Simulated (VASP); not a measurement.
A run of VASP 6.6.1:

Contents of INCAR:

```
SYSTEM = BP2
PREC = Accurate ; ENCUT = 500
EDIFF = 1E-6 ; ISMEAR = 0
SIGMA = 0.2 ; LREAL = .FALSE.
LASPH = .TRUE. ; NELM = 120
ALGO = Normal ; ISIF = 2
LWAVE = .FALSE. ; LCHARG = .FALSE.
GGA = PE ; NBANDS = 14
GGA_COMPAT = .FALSE.
```

Contents of KPOINTS:

```
regular mesh
0
G
  6 6 6
  0 0 0
```

File POSCAR:

```
BP2
1.0
    0.0000000000      2.6507352127      2.6507352127
    2.6507352127      0.0000000000      2.6507352127
    2.6507352127      2.6507352127      0.0000000000
B P
1 2
Direct
    0.0000000000      0.0000000000      0.0000000000
    0.7500000000      0.7500000000      0.7500000000
    0.2500000000      0.2500000000      0.2500000000
```

Potentials or basis: VASP PAW PBE potentials, release 64 (B, P).

Run with:

```console
$ cat potpaw_PBE.64/B/POTCAR potpaw_PBE.64/P/POTCAR > POTCAR
$ mpirun -np 1 vasp_std > vasp.out
```

Hardware: 1 thread of Intel Xeon 8259CL (shared host).

Problem. How long does it take, and how much memory?

Solution. Run time: 14 s on 1 thread of Intel Xeon 8259CL (shared host), peak memory 0.15 GiB. Counts: scf iterations 11, k points 16.
